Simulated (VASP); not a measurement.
# Ga in VASP: notebook

The runs below take Ga through single point, with LDA, r2SCAN, RPBE.

All numbers are computed with VASP 6.6.1; they aren't measurements. Logs are shortened: lines on timing, memory, paths and dates and some standing lists are left out, and cuts for length are marked.

**1. The cell of the first run**

The structure is tetragonal, space group I4/mmm (No. 139). The conventional cell has a = 2.769 Å, b = 2.769 Å, c = 4.622 Å, α = 90.00°, β = 90.00°, γ = 90.00°. Within 3.6 Å of Ga (site symmetry 4/mmm) lie 12 Ga at 2.77 to 3.03 Å.

**2. Single point, LDA**

The input, INCAR:

```
SYSTEM = Ga
ALGO = Fast
EDIFF = 1E-7
ENCUT = 520
ISIF = 2
ISMEAR = -1
LASPH = .True.
LCHARG = .False.
LREAL = .False.
LWAVE = .False.
NBANDS = 12
NELM = 60
PREC = Accurate
SIGMA = 0.05
```

The input, KPOINTS:

```
k-points
0
Gamma
  8 8 8
  0 0 0
```

The input, POSCAR:

```
Ga
1.0
   -1.3843987196      1.3843987196      2.3112238365
    1.3843987196     -1.3843987196      2.3112238365
    1.3843987196      1.3843987196     -2.3112238365
Ga
1
Direct
    0.0000000000      0.0000000000      0.0000000000
```

Potentials or basis: VASP PAW LDA potentials, release 64 (Ga_d).

Started as:

```sh
> cat potpaw_LDA.64/Ga_d/POTCAR > POTCAR
> mpirun -np 1 vasp_std > vasp.out
```

OUTCAR:

```text
SYSTEM = Ga
   EDIFF = 1E-7
   ENCUT = 520
   ISIF = 2
   ISMEAR = -1
   LASPH = .True.
   LREAL = .False.
   NELM = 60
   PREC = Accurate

 ion  position               nearest neighbor table
   1  0.000  0.000  0.000-

  LATTYP: Found a body centered tetragonal cell.
 ALAT       =     2.7687974392
 C/A-ratio  =     1.6694784557

  Lattice vectors:

 A1 = (  -1.3843987196,   1.3843987196,   2.3112238365)
 A2 = (   1.3843987196,  -1.3843987196,   2.3112238365)
 A3 = (   1.3843987196,   1.3843987196,  -2.3112238365)

Analysis of symmetry for initial positions (statically):
=====================================================================
 Subroutine PRICEL returns:
 Original cell was already a primitive cell.

 Routine SETGRP: Setting up the symmetry group for a
 body centered tetragonal supercell.

 Subroutine GETGRP returns: Found 16 space group operations
 (whereof 16 operations were pure point group operations)
 out of a pool of 16 trial point group operations.

The static configuration has the point symmetry D_4h.

Analysis of symmetry for dynamics (positions and initial velocities):
=====================================================================
 Subroutine PRICEL returns:
 Original cell was already a primitive cell.

 Routine SETGRP: Setting up the symmetry group for a
 body centered tetragonal supercell.

 Subroutine GETGRP returns: Found 16 space group operations
 (whereof 16 operations were pure point group operations)
 out of a pool of 16 trial point group operations.

The dynamic configuration has the point symmetry D_4h.

 Subroutine INISYM returns: Found 16 space group operations
 (whereof 16 operations are pure point group operations),
 and found     1 'primitive' translations

----------------------------------------------------------------------------------------

                                     Primitive cell

  volume of cell :      17.7184

  direct lattice vectors                    reciprocal lattice vectors
    -1.384398720  1.384398720  2.311223836     0.000000000  0.361167627  0.216335602
     1.384398720 -1.384398720  2.311223836     0.361167627  0.000000000  0.216335602
     1.384398720  1.384398720 -2.311223836     0.361167627  0.361167627  0.000000000

  length of vectors
     3.029005654  3.029005654  3.029005654     0.421002550  0.421002550  0.510768156

  position of ions in fractional coordinates (direct lattice)
     0.000000000  0.000000000  0.000000000

  ion indices of the primitive-cell ions
   primitive index   ion index
                 1           1

----------------------------------------------------------------------------------------

 KPOINTS: k-points

Automatic generation of k-mesh.
 Grid dimensions read from file:
 generate k-points for:    8    8    8

 Generating k-lattice:

  Cartesian coordinates                     Fractional coordinates (reciprocal lattice)
     0.000000000  0.045145953  0.027041950     0.125000000  0.000000000 -0.000000000
     0.045145953  0.000000000  0.027041950     0.000000000  0.125000000 -0.000000000
     0.045145953  0.045145953  0.000000000     0.000000000  0.000000000  0.125000000

  Length of vectors
     0.052625319  0.052625319  0.063846020

  Shift w.r.t. Gamma in fractional coordinates (k-lattice)
     0.000000000  0.000000000  0.000000000

 Subroutine IBZKPT returns following result:
 ===========================================

 Found     59 irreducible k-points:

 Following reciprocal coordinates:
            Coordinates               Weight
  0.000000  0.000000  0.000000      1.000000
  0.125000  0.000000 -0.000000      8.000000
  0.250000  0.000000 -0.000000      8.000000
  0.375000  0.000000 -0.000000      8.000000
  0.500000  0.000000 -0.000000      4.000000
  0.125000  0.125000 -0.000000      8.000000
[... 16 lines left out ...]
  0.250000  0.125000  0.125000     16.000000
  0.375000  0.125000  0.125000      8.000000
 [... further k-points ...]
   k-points           NKPTS =     59   k-points in BZ     NKDIM =     59   number of bands    NBANDS=     12
   number of dos      NEDOS =    301   number of ions     NIONS =      1
   total plane-waves  NPLWV =  13824
   dimension x,y,z NGX =    24 NGY =   24 NGZ =   24
   dimension x,y,z NGXF=    48 NGYF=   48 NGZF=   48
   ions per type =               1
   NGX,Y,Z   is equivalent  to a cutoff of  13.17, 13.17, 13.17 a.u.
   NGXF,Y,Z  is equivalent  to a cutoff of  26.34, 26.34, 26.34 a.u.
 SYSTEM =  Ga
   PREC   = accura    normal or accurate (medium, high low for compatibility)
   ISTART =      0    job   : 0-new  1-cont  2-samecut
   ICHARG =      2    charge: 1-file 2-atom 10-const
   ISPIN  =      1    spin polarized calculation?
   LNONCOLLINEAR =      F non collinear calculations
   LSORBIT =      F    spin-orbit coupling
   LASPH  =      T    aspherical Exc in radial PAW
   ENCUT  =  520.0 eV  38.22 Ry    6.18 a.u.   5.63  5.63  5.63*2*pi/ulx,y,z
   NELM   =     60;   NELMIN=  2; NELMDL= -5     # of ELM steps
   EDIFF  = 0.1E-06   stopping-criterion for ELM
   LREAL  =      F    real-space projection
   EDIFFG = 0.1E-05   stopping-criterion for IOM
   NSW    =      0    number of steps for IOM
   IBRION =     -1    ionic relax: 0-MD 1-quasi-New 2-CG
   NFREE  =      0    steps in history (QN), initial steepest desc. (CG)
   ISIF   =      2    stress and relaxation
   ISYM   =      2    0-nonsym 1-usesym 2-fastsym
   POTIM  = 0.5000    time-step for ionic-motion
   TEBEG  =    0.0;   TEEND  =   0.0 temperature during run
   PSTRESS=    0.0 pullay stress
   NELECT =      13.0000    total number of electrons
   NUPDOWN=      -1.0000    fix difference up-down
   EMIN   =  10.00;   EMAX   =-10.00  energy-range for DOS
   EFERMI =   0.00;   METHOD = LEGACY
   ISMEAR =    -1;   SIGMA  =   0.05  broadening in eV -4-tet -1-fermi 0-gaus
   EFERMI_NEDOS =   21; number of points for ismear=-14 and -15
   IALGO  =     68    algorithm
   IMIX   =      4    mixing-type and parameters
     AMIX     =   0.40;   BMIX     =  1.00
     AMIX_MAG =   1.60;   BMIX_MAG =  1.00
  volume/ion in A,a.u.               =      17.72       119.57
  Fermi-wavevector in a.u.,A,eV,Ry     =   1.476549  2.790273 29.663375  2.180197
  Thomas-Fermi vector in A             =   2.591062
   LORBIT       =      0    0 simple, 1 ext, 2 COOP (PROOUT), +10 PAW based schemes
   GGA     = CA    functional components
   LHFCALC =     F    Hartree Fock is set to
   AEXX    =    0.0000 exact exchange contribution
   IVDW    =     0    specifies the selected vdW correction
   LEPSILON=     F    determine dielectric tensor
   LRPA    =     F    only Hartree local field effects (RPA)
 non-spin polarized calculation
 RMM-DIIS sequential band-by-band and
  energy-cutoff  :      520.00
  volume of cell :       17.72
 maximum number of plane-waves:       492
 NGX is ok and might be reduce to    24
   NGX = 11   NGY = 11   NGZ = 11

 number of electron      12.9999997 magnetization

 Free energy of the ion-electron system (eV)
  ---------------------------------------------------
  ext. energy  EPLUGINS =         0.00000000
  ---------------------------------------------------
  free energy    TOTEN  =        -3.58696314 eV

  energy without entropy =       -3.58525200  energy(sigma->0) =       -3.58610757

 E-fermi :   6.0250     XC(G=0): -11.6489

 val. band max:        5.9772784996   @ k =  -0.2500   0.5000   0.2500
 cond. band min:       6.0745809383   @ k =  -0.3750   0.3750   0.3750
 fundamental gap:      0.0973024387
 Fermi energy:         6.0249645025

 k-point     1 :       0.0000    0.0000    0.0000
  band No.  band energies     occupation
      1      -9.2935      2.00000
      2      -9.1266      2.00000
      3      -9.0915      2.00000
      4      -9.0915      2.00000
      5      -8.9340      2.00000
      6      -5.6406      2.00000
      7      18.3895      0.00000
      8      18.7380      0.00000
      9      18.7380      0.00000
     10      22.3010      0.00000
     11      22.6243      0.00000
     12      23.2614      0.00000

 k-point     2 :       0.1250    0.0000   -0.0000
  band No.  band energies     occupation
      1      -9.2690      2.00000
      2      -9.1249      2.00000
      3      -9.0919      2.00000
      4      -9.0756      2.00000
      5      -8.9476      2.00000
      6      -5.2150      2.00000
      7      14.9489      0.00000
      8      17.2205      0.00000
      9      18.4516      0.00000
     10      20.7297      0.00000
     11      21.9611      0.00000
     12      24.2765      0.00000

 k-point     3 :       0.2500    0.0000   -0.0000
  band No.  band energies     occupation
      1      -9.2429      2.00000
      2      -9.1698      2.00000
      3      -9.0526      2.00000
      4      -9.0205      2.00000
      5      -8.9646      2.00000
      6      -3.9198      2.00000
      7       9.7982      0.00000
      8      15.4057      0.00000
      9      18.1340      0.00000
     10      19.1953      0.00000
     11      21.4968      0.00000
     12      25.7814      0.00000
[... 286 lines left out ...]
 k-point    23 :       0.2500    0.1250    0.1250
  band No.  band energies     occupation
      1      -9.1921      2.00000
      2      -9.1405      2.00000
      3      -9.0961      2.00000
      4      -9.0152      2.00000
      5      -8.9152      2.00000
      6      -0.5058      2.00000
      7       6.3956      0.00121
      8      11.1307      0.00000
      9      13.9587      0.00000
     10      17.4391      0.00000
     11      19.1404      0.00000
     12      22.7891      0.00000

 k-point    24 :       0.3750    0.1250    0.1250
  band No.  band energies     occupation
      1      -9.2043      2.00000
      2      -9.1632      2.00000
      3      -9.0608      2.00000
      4      -9.0427      2.00000
      5      -8.8715      2.00000
      6       2.0530      2.00000
      7       3.0387      2.00000
      8      11.8123      0.00000
      9      12.5850      0.00000
     10      16.9171      0.00000
     11      18.8834      0.00000
     12      26.6242      0.00000

 [... further k-points ...]
[... 5 lines left out ...]
  --------------------------------------------------------------------------------------
  -------------------------------------------------------------------------------------
  Total       -0.3136250     -0.3136250     -0.1089927      0.0000000      0.0000000      0.0000000
  in kB      -28.3593871    -28.3593871     -9.8556150      0.0000000      0.0000000      0.0000000
  external PRESSURE =     -22.1914630 kB  Pullay stress =       0.0000000 kB

 VOLUME and BASIS-vectors are now :
 -----------------------------------------------------------------------------
  energy-cutoff  :      520.00
  volume of cell :       17.72
      direct lattice vectors                 reciprocal lattice vectors
    -1.384398720  1.384398720  2.311223836     0.000000000  0.361167627  0.216335602
     1.384398720 -1.384398720  2.311223836     0.361167627  0.000000000  0.216335602
     1.384398720  1.384398720 -2.311223836     0.361167627  0.361167627  0.000000000

 POSITION                                       TOTAL-FORCE (eV/Angst)
 -----------------------------------------------------------------------------------
      0.00000      0.00000      0.00000         0.000000     -0.000000     -0.000000
 -----------------------------------------------------------------------------------
    total drift:                               -0.000000      0.000000     -0.000000

  FREE ENERGIE OF THE ION-ELECTRON SYSTEM (eV)
  ---------------------------------------------------
  free  energy   TOTEN  =        -3.5869631373 eV

  energy  without entropy=       -3.5852520031  energy(sigma->0) =       -3.58610757
```

Run time: 8.2 s. Hardware: 1 thread of Intel Xeon 6975P-C, shared host; peak memory 0.13 GiB.

What came out:

- Free energy: -3.5870 eV
- Pressure: -2.2 GPa

Caveat: the k points lie up to 0.40 Å⁻¹ apart.

**3. Single point, r2SCAN**

POSCAR is that of step 2.

The input, INCAR.step1:

```
SYSTEM = Ga
  ALGO = Normal
  EDIFF = 1E-4
  ENCUT = 520
  GGA = PE
  ISMEAR = -1
  LASPH = .True.
  LCHARG = .False.
  LREAL = .False.
  LWAVE = .True.
  NBANDS = 12
  NELM = 80
  PREC = Accurate
  SIGMA = 0.05
```

The input, INCAR.step2:

```
SYSTEM = Ga
  ALGO = Normal
  EDIFF = 1E-7
  ENCUT = 520
  ISIF = 2
  ISMEAR = -1
  ISTART = 1
  LASPH = .True.
  LCHARG = .False.
  LMIXTAU = .True.
  LREAL = .False.
  LWAVE = .False.
  METAGGA = R2SCAN
  NBANDS = 12
  NELM = 80
  PREC = Accurate
  SIGMA = 0.05
```

KPOINTS is that of step 2.

Potentials or basis: VASP PAW PBE potentials, release 64 (Ga_d).

Started as:

```sh
> cat potpaw_PBE.64/Ga_d/POTCAR > POTCAR
> cp INCAR.step1 INCAR
> mpirun -np 1 vasp_std > vasp.out
> cp INCAR.step2 INCAR
> mpirun -np 1 vasp_std > vasp.out
```

Wall time 40 s (1 thread of Intel Xeon 6975P-C, shared host); peak memory 0.15 GiB.

The run converged. Its results:

```
Free energy : -11.3363 eV
Pressure    : 0.6 GPa
```

Stress tensor (GPa, compression positive):
```
0.08 0.00 0.00
0.00 0.08 0.00
0.00 0.00 1.73
```

Levels at points of the mesh, in eV from the Fermi level:
```csv
k point,band 4,band 5,band 6,band 7,band 8,band 9
"(0.00, 0.00, 0.00)",-15.62,-15.45,-12.33,13.33,13.58,13.58
"(0.50, 0.00, 0.00)",-15.45,-15.39,-5.28,-4.67,8.20,12.31
"(0.50, 0.50, 0.00)",-15.44,-15.30,-2.40,-0.97,3.72,5.25
"(0.50, 0.50, 0.50)",-15.41,-15.40,-4.80,-4.42,7.40,7.40
```

Caveat: the k points lie up to 0.40 Å⁻¹ apart; the PAW data sets were made with another functional, which shifts forces and pressure a little.

**4. Single point, r2SCAN, non-collinear spin, zero start, spin-orbit coupling**

POSCAR is that of step 3.

The input, INCAR.step1:

```
PREC = Accurate
ENCUT = 520
ISMEAR = -1
SIGMA = 0.05
LREAL = F
LASPH = T
NELM = 150
LNONCOLLINEAR = T
MAGMOM = 0 0 0
LSORBIT = T
GGA_COMPAT = F
NBANDS = 24
GGA = PE
ALGO = Normal
EDIFF = 1E-4
LWAVE = T
LCHARG = F
```

The input, INCAR.step2:

```
PREC = Accurate
ENCUT = 520
EDIFF = 1E-6
ISMEAR = -1
SIGMA = 0.05
LREAL = F
LASPH = T
NELM = 150
ALGO = Normal
ISIF = 2
LWAVE = F
LCHARG = T
LNONCOLLINEAR = T
MAGMOM = 0 0 0
LORBIT = 11
LSORBIT = T
GGA_COMPAT = F
LORBMOM = T
METAGGA = R2SCAN
LMIXTAU = T
LVHAR = T
NBANDS = 24
ISTART = 1
```

The input, KPOINTS:

```
regular mesh
0
Gamma
  13 13 13
```

Started as:

```sh
> cat potpaw_PBE.64/Ga_d/POTCAR > POTCAR
> cp INCAR.step1 INCAR
> mpirun -np 1 vasp_ncl > vasp.out
> cp INCAR.step2 INCAR
> mpirun -np 1 vasp_ncl > vasp.out
```

It took 11 min on 1 thread of Intel Xeon 6975P-C, shared host; peak memory 0.3 GiB.

It converged, with:

```yaml
Free_energy: -11.3186 eV
Pressure: 0.2 GPa
Net_moment: 0.00 μB per cell
Valence_electrons_inside_the_program's_atomic_spheres: Ga 11.54
```

Stress tensor (GPa, compression positive):
```
0.13 0.00 0.00
0.00 0.13 0.00
0.00 0.00 0.33
```

Moments on the atoms (μB; x, y, z):
```
Ga  0.00 0.00 0.00
```

Caveat: the PAW data sets were made with another functional, which shifts forces and pressure a little.

**5. Single point, RPBE, non-collinear spin, zero start, spin-orbit coupling (the cell strained at random)**

The input, INCAR:

```
  ALGO = Fast
  EDIFF = 1E-7
  ENCUT = 520
  GGA = RP
  GGA_COMPAT = False
  ISIF = 2
  ISMEAR = -5
  LASPH = True
  LCHARG = False
  LNONCOLLINEAR = True
  LORBIT = 11
  LORBMOM = True
  LREAL = False
  LSORBIT = True
  LWAVE = False
  MAGMOM = 0 0 0
  NBANDS = 24
  NELM = 150
  PREC = Accurate
  SIGMA = 0.05
```

The input, KPOINTS:

```
k-points
0
Gamma
  9 8 10
```

The input, POSCAR:

```
Ga
1.0
   -1.4324480000      1.3184990000      2.2596460000
    1.3958580000     -1.4198800000      2.2984550000
    1.4385190000      1.4259510000     -2.3203720000
Ga
1
Direct
    0.0070150000     -0.0009560000      0.0076190000
```

Started as:

```sh
> cat potpaw_PBE.64/Ga_d/POTCAR > POTCAR
> mpirun -np 1 vasp_ncl > vasp.out
```

Wall time 5.5 min (1 thread of AMD EPYC 9R45 (Zen 5), shared host); peak memory 0.33 GiB.

The run converged. Its results:

```
Free energy                                           : -2.5038 eV
Pressure                                              : 6.4 GPa
Net moment                                            : 0.00 μB per cell
Valence electrons inside the program's atomic spheres : Ga 11.57
```

Stress tensor (GPa, compression positive):
```
 6.14 -0.56  0.04
-0.56  7.77  0.12
 0.04  0.12  5.32
```

Moments on the atoms (μB; x, y, z):
```
Ga  0.00 0.00 0.00
```

Caveat: the cell differs from its parent crystal (the cell strained at random); the PAW data sets were made with another functional, which shifts forces and pressure a little.

**6. Overview**

```csv
level,potentials or basis,spin,cell,k mesh,smearing,gap on the mesh (eV),pressure (GPa),moment (μB)
LDA,"VASP PAW LDA potentials, release 64 (Ga_d)",off,"a = 3.029 Å, angles 125.6, 125.6, 80.5°, 1 atom",8 × 8 × 8,fermi-dirac 0.05 eV,none,-2.2,-
r2SCAN,"VASP PAW PBE potentials, release 64 (Ga_d)",off,"a = 3.029 Å, angles 125.6, 125.6, 80.5°, 1 atom",8 × 8 × 8,fermi-dirac 0.05 eV,none,0.6,-
r2SCAN,"VASP PAW PBE potentials, release 64 (Ga_d)","non-collinear, zero start, SOC","a = 3.029 Å, angles 125.6, 125.6, 80.5°, 1 atom",13 × 13 × 13,fermi-dirac 0.05 eV,-,0.2,0.00
RPBE,"VASP PAW PBE potentials, release 64 (Ga_d)","non-collinear, zero start, SOC","a = 2.983, b = 3.041, c = 3.080 Å, angles 124.8, 126.2, 81.6°, 1 atom",9 × 8 × 10,tetrahedron,-,6.4,0.00
```

Alike in all rows: task single point; cutoff (eV) 520.

Caveats: some runs use coarse meshes; the PAW data sets were made with another functional, which shifts forces and pressure a little (some runs).

Absolute energies hang on the potentials; compare differences alone.
